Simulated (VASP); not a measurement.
# GdN (Fm-3m) in VASP: notebook

The runs below take GdN through single point, with PBEsol+U.

Everything below comes from runs of VASP 6.6.1. Logs are shortened: lines on timing, memory, paths and dates and some standing lists are left out, and cuts for length are marked.

## 1. The cell of the first run

The structure is cubic, space group Fm-3m (No. 225). The conventional cell has a = 4.999 Å, b = 4.999 Å, c = 4.999 Å, α = 90.00°, β = 90.00°, γ = 90.00°. Gd (site symmetry m-3m) has 6 N at 2.50 Å within 3.3 Å. N (site symmetry m-3m) has 6 Gd at 2.50 Å within 3.3 Å.

## 2. Single point, PBEsol+U, collinear spin, ferromagnetic start

File INCAR:

```
PREC = Accurate
ENCUT = 520
EDIFF = 1E-7
ISMEAR = 0
SIGMA = 0.05
LREAL = False
LASPH = True
NELM = 150
ALGO = Normal
ISIF = 2
LWAVE = False
LCHARG = False
ISPIN = 2
MAGMOM = 7 0
LORBIT = 11
LMAXMIX = 6
LDAU = True
LDAUTYPE = 1
LDAUL = 3 -1
LDAUU = 7 0
LDAUJ = 0.9 0
LDAUPRINT = 1
GGA = PS
NBANDS = 22
```

File KPOINTS:

```
regular mesh
0
Gamma
  7 7 7
```

File POSCAR:

```
GdN
1.0
    0.0000000000      2.4994985700      2.4994985700
    2.4994985700      0.0000000000      2.4994985700
    2.4994985700      2.4994985700      0.0000000000
Gd N
1 1
Direct
    0.5000000000      0.5000000000      0.5000000000
    0.0000000000      0.0000000000      0.0000000000
```

Potentials or basis: VASP PAW PBE potentials, release 64 (Gd, N).

Started as:

```bash
$ cat potpaw_PBE.64/Gd/POTCAR potpaw_PBE.64/N/POTCAR > POTCAR
$ mpirun -np 1 vasp_std > vasp.out
```

OUTCAR:

```text
PREC = Accurate
   ENCUT = 520
   EDIFF = 1E-7
   ISMEAR = 0
   LREAL = False
   LASPH = True
   NELM = 150
   ISIF = 2
   ISPIN = 2
   LORBIT = 11
   GGA = PS

 ion  position               nearest neighbor table
   1  0.500  0.500  0.500-   2 2.50   2 2.50   2 2.50   2 2.50   2 2.50   2 2.50
   2  0.000  0.000  0.000-   1 2.50   1 2.50   1 2.50   1 2.50   1 2.50   1 2.50

  LATTYP: Found a face centered cubic cell.
 ALAT       =     4.9989971400

  Lattice vectors:

 A1 = (   0.0000000000,   2.4994985700,   2.4994985700)
 A2 = (   2.4994985700,   0.0000000000,   2.4994985700)
 A3 = (   2.4994985700,   2.4994985700,   0.0000000000)

Analysis of symmetry for initial positions (statically):
=====================================================================
 Subroutine PRICEL returns:
 Original cell was already a primitive cell.

 Routine SETGRP: Setting up the symmetry group for a
 face centered cubic supercell.

 Subroutine GETGRP returns: Found 48 space group operations
 (whereof 48 operations were pure point group operations)
 out of a pool of 48 trial point group operations.

The static configuration has the point symmetry O_h .

Analysis of symmetry for dynamics (positions and initial velocities):
=====================================================================
 Subroutine PRICEL returns:
 Original cell was already a primitive cell.

 Routine SETGRP: Setting up the symmetry group for a
 face centered cubic supercell.

 Subroutine GETGRP returns: Found 48 space group operations
 (whereof 48 operations were pure point group operations)
 out of a pool of 48 trial point group operations.

The dynamic configuration has the point symmetry O_h .

Analysis of structural, dynamic, and magnetic symmetry:
=====================================================================
 Subroutine PRICEL returns:
 Original cell was already a primitive cell.

 Routine SETGRP: Setting up the symmetry group for a
 face centered cubic supercell.

 Subroutine GETGRP returns: Found 48 space group operations
 (whereof 48 operations were pure point group operations)
 out of a pool of 48 trial point group operations.

The overall configuration has the point symmetry O_h .

 Subroutine INISYM returns: Found 48 space group operations
 (whereof 48 operations are pure point group operations),
 and found     1 'primitive' translations

----------------------------------------------------------------------------------------

                                     Primitive cell

  volume of cell :      31.2312

  direct lattice vectors                    reciprocal lattice vectors
     0.000000000  2.499498570  2.499498570    -0.200040122  0.200040122  0.200040122
     2.499498570  0.000000000  2.499498570     0.200040122 -0.200040122  0.200040122
     2.499498570  2.499498570  0.000000000     0.200040122  0.200040122 -0.200040122

  length of vectors
     3.534824777  3.534824777  3.534824777     0.346479656  0.346479656  0.346479656

[... 120 lines left out ...]
 onsite density matrix

spin component  1

  0.9916 -0.0000  0.0010  0.0000  0.0000 -0.0000  0.0000
 -0.0000  0.9890 -0.0000 -0.0000  0.0000 -0.0000 -0.0000
  0.0010 -0.0000  0.9911 -0.0000 -0.0000 -0.0000  0.0000
  0.0000 -0.0000 -0.0000  0.9924 -0.0000 -0.0000  0.0000
  0.0000  0.0000 -0.0000 -0.0000  0.9911  0.0000 -0.0010
 -0.0000 -0.0000 -0.0000 -0.0000  0.0000  0.9903 -0.0000
  0.0000 -0.0000  0.0000  0.0000 -0.0010 -0.0000  0.9916

spin component  2

  0.0075  0.0000  0.0032  0.0000  0.0000  0.0000 -0.0000
  0.0000  0.0004  0.0000  0.0000  0.0000  0.0000  0.0000
  0.0032  0.0000  0.0058 -0.0000 -0.0000  0.0000  0.0000
  0.0000  0.0000 -0.0000  0.0100 -0.0000  0.0000  0.0000
  0.0000  0.0000 -0.0000 -0.0000  0.0058 -0.0000 -0.0032
  0.0000  0.0000  0.0000  0.0000 -0.0000  0.0033  0.0000
 -0.0000  0.0000  0.0000  0.0000 -0.0032  0.0000  0.0075

 occupancies and eigenvectors

  o =  0.0004  v =  0.0000  0.0000  0.0000  0.0000  0.0000  0.0000  0.0000  0.0000 -1.0000  0.0000  0.0000  0.0000 -0.0000  0.0000      0.0000  0.0000  0.0000  0.0000  0.0000  0.0000  0.0000  0.0000  0.0000  0.0000  0.0000  0.0000  0.0000  0.0000
  o =  0.0033  v =  0.0000  0.0000  0.0000  0.0000  0.0000  0.0000  0.0000 -0.0000  0.0000  0.0000  0.0000  0.0000 -1.0000  0.0000      0.0000  0.0000  0.0000  0.0000  0.0000  0.0000  0.0000  0.0000  0.0000  0.0000  0.0000  0.0000  0.0000  0.0000
  o =  0.0033  v =  0.0000  0.0000  0.0000  0.0000  0.0000  0.0000  0.0000  0.0000  0.0000 -0.0000  0.0000  0.7906  0.0000  0.6124      0.0000  0.0000  0.0000  0.0000  0.0000  0.0000  0.0000  0.0000  0.0000  0.0000  0.0000  0.0000  0.0000  0.0000
  o =  0.0033  v =  0.0000  0.0000  0.0000  0.0000  0.0000  0.0000  0.0000  0.6124  0.0000 -0.7906 -0.0000 -0.0000 -0.0001 -0.0000      0.0000  0.0000  0.0000  0.0000  0.0000  0.0000  0.0000  0.0000  0.0000  0.0000  0.0000  0.0000  0.0000  0.0000
  o =  0.0100  v =  0.0000  0.0000  0.0000  0.0000  0.0000  0.0000  0.0000  0.0002 -0.0000  0.0001 -1.0000 -0.0003 -0.0000  0.0004      0.0000  0.0000  0.0000  0.0000  0.0000  0.0000  0.0000  0.0000  0.0000  0.0000  0.0000  0.0000  0.0000  0.0000
  o =  0.0100  v =  0.0000  0.0000  0.0000  0.0000  0.0000  0.0000  0.0000  0.0001  0.0000  0.0001  0.0005 -0.6124  0.0000  0.7906      0.0000  0.0000  0.0000  0.0000  0.0000  0.0000  0.0000  0.0000  0.0000  0.0000  0.0000  0.0000  0.0000  0.0000
  o =  0.0100  v =  0.0000  0.0000  0.0000  0.0000  0.0000  0.0000  0.0000 -0.7906 -0.0000 -0.6124 -0.0002 -0.0001 -0.0000  0.0001      0.0000  0.0000  0.0000  0.0000  0.0000  0.0000  0.0000  0.0000  0.0000  0.0000  0.0000  0.0000  0.0000  0.0000
  o =  0.9890  v =  0.0000 -1.0000 -0.0000 -0.0000  0.0000  0.0000 -0.0000  0.0000  0.0000  0.0000  0.0000  0.0000  0.0000  0.0000      0.0000  0.0000  0.0000  0.0000  0.0000  0.0000  0.0000  0.0000  0.0000  0.0000  0.0000  0.0000  0.0000  0.0000
  o =  0.9903  v =  0.0000  0.0000  0.0000 -0.0000 -0.7882 -0.0770 -0.6106  0.0000  0.0000  0.0000  0.0000  0.0000  0.0000  0.0000      0.0000  0.0000  0.0000  0.0000  0.0000  0.0000  0.0000  0.0000  0.0000  0.0000  0.0000  0.0000  0.0000  0.0000
  o =  0.9903  v =  0.6124  0.0000 -0.7906 -0.0000 -0.0000  0.0000 -0.0000  0.0000  0.0000  0.0000  0.0000  0.0000  0.0000  0.0000      0.0000  0.0000  0.0000  0.0000  0.0000  0.0000  0.0000  0.0000  0.0000  0.0000  0.0000  0.0000  0.0000  0.0000
  o =  0.9903  v =  0.0000  0.0000  0.0000  0.0000 -0.0608  0.9970 -0.0471  0.0000  0.0000  0.0000  0.0000  0.0000  0.0000  0.0000      0.0000  0.0000  0.0000  0.0000  0.0000  0.0000  0.0000  0.0000  0.0000  0.0000  0.0000  0.0000  0.0000  0.0000
  o =  0.9924  v =  0.0000  0.0000  0.0000 -0.9855 -0.1038  0.0000  0.1340  0.0000  0.0000  0.0000  0.0000  0.0000  0.0000  0.0000      0.0000  0.0000  0.0000  0.0000  0.0000  0.0000  0.0000  0.0000  0.0000  0.0000  0.0000  0.0000  0.0000  0.0000
  o =  0.9924  v =  0.0000  0.0000  0.0000 -0.1695  0.6035 -0.0000 -0.7791  0.0000  0.0000  0.0000  0.0000  0.0000  0.0000  0.0000      0.0000  0.0000  0.0000  0.0000  0.0000  0.0000  0.0000  0.0000  0.0000  0.0000  0.0000  0.0000  0.0000  0.0000
  o =  0.9924  v = -0.7906  0.0000 -0.6124 -0.0000 -0.0000  0.0000 -0.0000  0.0000  0.0000  0.0000  0.0000  0.0000  0.0000  0.0000      0.0000  0.0000  0.0000  0.0000  0.0000  0.0000  0.0000  0.0000  0.0000  0.0000  0.0000  0.0000  0.0000  0.0000

 number of electron      23.0000005 magnetization       7.0000229

 Free energy of the ion-electron system (eV)
  ---------------------------------------------------
  ext. energy  EPLUGINS =         0.00000000
  ---------------------------------------------------
  free energy    TOTEN  =       -23.62584147 eV

  energy without entropy =      -23.62539069  energy(sigma->0) =      -23.62561608

 E-fermi :   3.4281     XC(G=0): -11.7552

 val. band max:        3.4007783876   @ k =   0.1429   0.1429   0.0000
 cond. band min:       3.7894091483   @ k =   0.0000   0.0000   0.0000
 fundamental gap:      0.3886307607
 Fermi energy:         3.4280943982

 spin component 1

 k-point     1 :       0.0000    0.0000    0.0000
  band No.  band energies     occupation
      1     -40.0637      1.00000
      2     -17.0671      1.00000
      3     -17.0671      1.00000
      4     -17.0671      1.00000
      5      -9.1929      1.00000
      6      -2.6705      1.00000
[... 489 lines left out ...]
     21      14.9416      0.00000
     22      16.3167      0.00000
 Fermi energy:         3.4280943982

 spin component 2

 k-point     1 :       0.0000    0.0000    0.0000
  band No.  band energies     occupation
      1     -36.9517      1.00000
      2     -14.7969      1.00000
      3     -14.7969      1.00000
      4     -14.7969      1.00000
      5      -9.2386      1.00000
      6       3.2145      1.00000
[... 489 lines left out ...]
     21      15.7777      0.00000
     22      17.4964      0.00000

------------------------ aborting loop because EDIFF is reached ----------------------------------------

  FORCE on cell =-STRESS in cart. coord.  units (eV):
  Direction    XX          YY          ZZ          XY          YZ          ZX
  --------------------------------------------------------------------------------------
  -------------------------------------------------------------------------------------
  Total       -0.9000294     -0.9000294     -0.9000294     -0.0000000      0.0000000      0.0000000
  in kB      -46.1719913    -46.1719913    -46.1719913     -0.0000000      0.0000000      0.0000000
  external PRESSURE =     -46.1719913 kB  Pullay stress =       0.0000000 kB

 VOLUME and BASIS-vectors are now :
 -----------------------------------------------------------------------------
  energy-cutoff  :      520.00
  volume of cell :       31.23
      direct lattice vectors                 reciprocal lattice vectors
     0.000000000  2.499498570  2.499498570    -0.200040122  0.200040122  0.200040122
     2.499498570  0.000000000  2.499498570     0.200040122 -0.200040122  0.200040122
     2.499498570  2.499498570  0.000000000     0.200040122  0.200040122 -0.200040122

 POSITION                                       TOTAL-FORCE (eV/Angst)
 -----------------------------------------------------------------------------------
      2.49950      2.49950      2.49950        -0.000000     -0.000000     -0.000000
      0.00000      0.00000      0.00000         0.000000      0.000000      0.000000
 -----------------------------------------------------------------------------------
    total drift:                                0.000000      0.000000      0.000000

  FREE ENERGIE OF THE ION-ELECTRON SYSTEM (eV)
  ---------------------------------------------------
  free  energy   TOTEN  =       -23.6258414688 eV

  energy  without entropy=      -23.6253906929  energy(sigma->0) =      -23.62561608

 total charge

# of ion       s       p       d       f       tot
--------------------------------------------------
    1        2.032   5.647   0.543   6.970  15.192
    2        1.242   2.368   0.000   0.000   3.610
--------------------------------------------------
tot          3.275   8.015   0.543   6.970  18.802

 magnetization (x)

# of ion       s       p       d       f       tot
--------------------------------------------------
    1       -0.004  -0.076   0.072   6.892   6.884
    2       -0.009  -0.109   0.000   0.000  -0.119
--------------------------------------------------
tot         -0.014  -0.185   0.072   6.892   6.765
```

Wall time 53 s (1 thread of Intel Xeon 6975P-C (Granite Rapids), shared host); peak memory 0.19 GiB.

What came out:

- Free energy: -23.6258 eV
- Pressure: -4.6 GPa
- Band gap on the k mesh: zero (filled and empty bands overlap)
- Net moment: 7.00 μB per cell
- Site moments: Gd +6.88; N -0.12 μB
- Valence electrons inside the program's atomic spheres: Gd 15.19; N 3.61

Eigenvalues of the final occupation matrices:
```
    site  spin  trace                         eigenvalues
site 1 f     1   6.94  0.99 0.99 0.99 0.99 0.99 0.99 0.99
site 1 f     2   0.04  0.00 0.00 0.00 0.00 0.01 0.01 0.01
```

Caveat: the PAW data sets were made with another functional, which shifts forces and pressure a little; spin-orbit coupling is left out, which moves the levels of the heavy elements; a cell with one magnetic atom can't hold antiferromagnetic order, which such compounds often take. The state reached can hang on the start; a lower one may exist.

(Continued in part 2 of 2.)
